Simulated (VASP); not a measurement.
Wanted: the native input for a VASP 6.6.1 run.

* Task: relaxation of cell and atoms
* Functional: r2SCAN
* Potentials or basis: VASP PAW PBE potentials, release 64 (Pt)
* Cutoff: 600 eV
* k mesh: 14 × 14 × 7
* Occupations: methfessel-paxton, width 0.1 eV
* Spin: no spin polarisation
* Dipole correction: no
* Further INCAR settings: ALGO = Normal; EDIFF = 1e-07; IBRION = 2; EDIFFG = -0.01; NSW = 80; ISIF = 3

Crystal: Pt.

```
Pt
1.0
     2.76067    0.00000    0.00000
    -1.38033    2.39081    0.00000
     0.00000    0.00000    4.79213
Pt
2
Direct
  0.66667 0.33333 0.75000
  0.33333 0.66667 0.25000
```

The input as run:

POSCAR

```
Pt
1.0
    2.7606660000      0.0000000000      0.0000000000
   -1.3803330000      2.3908070000      0.0000000000
    0.0000000000      0.0000000000      4.7921340000
Pt
2
Direct
    0.6666666667      0.3333333333      0.7500000000
    0.3333333333      0.6666666667      0.2500000000
```

INCAR.step1

```
PREC = Accurate
ENCUT = 600
ISMEAR = 1
SIGMA = 0.1
LREAL = False
LASPH = True
NELM = 80
GGA = PE
ALGO = Normal
EDIFF = 1E-4
LWAVE = True
LCHARG = False
```

INCAR.step2

```
PREC = Accurate
ENCUT = 600
EDIFF = 1E-7
ISMEAR = 1
SIGMA = 0.1
LREAL = False
LASPH = True
NELM = 80
ALGO = Normal
ISIF = 3
LWAVE = False
LCHARG = False
METAGGA = R2SCAN
LMIXTAU = True
IBRION = 2
NSW = 80
EDIFFG = -0.01
ISTART = 1
```

KPOINTS

```
regular mesh
0
Gamma
  14 14 7
```

Potentials or basis: VASP PAW PBE potentials, release 64 (Pt).

The run is started by

```bash
$ cat potpaw_PBE.64/Pt/POTCAR > POTCAR
$ cp INCAR.step1 INCAR
$ mpirun -np 1 vasp_std > vasp.out
$ cp INCAR.step2 INCAR
$ mpirun -np 1 vasp_std > vasp.out
```

It gave:

- Relaxed volume: 15.44 Å³/atom
- Relaxed cell: a = 2.737 Å, b = 2.737 Å, c = 4.760 Å, α = 90.00°, β = 90.00°, γ = 120.00°
- Space group after relaxing (to 0.05 Å): P6_3/mmc (No. 194)
- Energy gained by relaxing: 7.4 meV/atom
- Ionic steps: 4
- Pressure after relaxing: 0.0 GPa
- Band gap on the k mesh: zero (band 10 reaches 11.08 eV, above the bottom of band 11 at 9.71 eV)

Caveat: the PAW data sets were made with another functional, which shifts forces and pressure a little; spin-orbit coupling is left out, which moves the levels of the heavy elements.

Run time: 7 min on 1 thread of AMD EPYC 9R45 96-Core Processor (Zen 5) (shared host), peak memory 0.18 GiB.
